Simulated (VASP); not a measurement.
Here is a VASP 6.6.1 calculation.

INCAR

```
SYSTEM = Ta
ALGO = Normal
DIPOL = 0.5 0.5 0.500
EDIFF = 1E-6
ENCUT = 520
GGA = PE
IDIPOL = 3
ISIF = 2
ISMEAR = -1
LASPH = .True.
LCHARG = .False.
LDIPOL = .True.
LREAL = .False.
LWAVE = .False.
NBANDS = 36
NELM = 60
PREC = Accurate
SIGMA = 0.1
```

File KPOINTS:

```
k-points
0
Gamma
  13 13 1
  0 0 0
```

Contents of POSCAR:

```
Ta
1.0
    2.8752873616      0.0000000000      0.0000000000
   -0.9584291205      2.7108469216      0.0000000000
    0.0000000000      0.0000000000     20.1827000000
Ta
5
Direct
    0.0000000000      0.0000000000      0.2725094450
    0.5000000000      0.5000000000      0.3837380284
    0.0000000000      0.0000000000      0.4999999998
    0.5000000000      0.5000000000      0.6162619628
    0.0000000000      0.0000000000      0.7274905550
```

Potentials or basis: VASP PAW PBE potentials, release 64 (Ta_pv).

Launch:

```console
$ cat potpaw_PBE.64/Ta_pv/POTCAR > POTCAR
$ mpirun -np 1 vasp_std > vasp.out
```

Predict the largest force.

0.004 eV/Å.

Forces on the atoms (eV/Å):
```
Ta   0.000  0.000 -0.004
Ta   0.000  0.000 -0.004
Ta   0.000  0.000  0.000
Ta   0.000  0.000  0.004
Ta   0.000  0.000  0.004
```
